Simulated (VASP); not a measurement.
Write the native input for VASP 6.6.1 that does the following.

- Task: single point
- Functional: PBE
- Potentials or basis: VASP PAW PBE potentials, release 64 (Au)
- Cutoff: 520 eV
- k mesh: 10 × 10 × 10
- Occupations: fermi-dirac, width 0.05 eV
- Spin: no spin polarisation
- Dipole correction: no
- Further INCAR settings: ALGO = Normal; EDIFF = 1e-06; NBANDS = 12

The structure of Au lies in POSCAR:

```
Au
1.0
    0.0000000000      2.0878806309      2.0878806309
    2.0878806309      0.0000000000      2.0878806309
    2.0878806309      2.0878806309      0.0000000000
Au
1
Direct
    0.0000000000      0.0000000000      0.0000000000
```

These files were run (other wordings do the same):

INCAR

```
SYSTEM = Au
PREC = Accurate
ENCUT = 520
EDIFF = 1E-6
ISMEAR = -1
SIGMA = 0.05
LREAL = .FALSE.
LASPH = .TRUE.
NELM = 60
ALGO = Normal
ISIF = 2
LWAVE = .FALSE.
LCHARG = .TRUE.
GGA = PE
LELF = .TRUE.
LVHAR = .TRUE.
NBANDS = 12
```

KPOINTS

```
Automatic mesh
0
G
  10 10 10
  0 0 0
```

Potentials or basis: VASP PAW PBE potentials, release 64 (Au).

Command:

```console
$ cat potpaw_PBE.64/Au/POTCAR > POTCAR
$ mpirun -np 1 vasp_std > vasp.out
```

Results of the run:

```yaml
Pressure: -1.5 GPa
```

It took 5.3 s on 1 thread of Intel(R) Xeon(R) Platinum 8488C (Sapphire Rapids), on a shared host, peak memory 0.14 GiB.
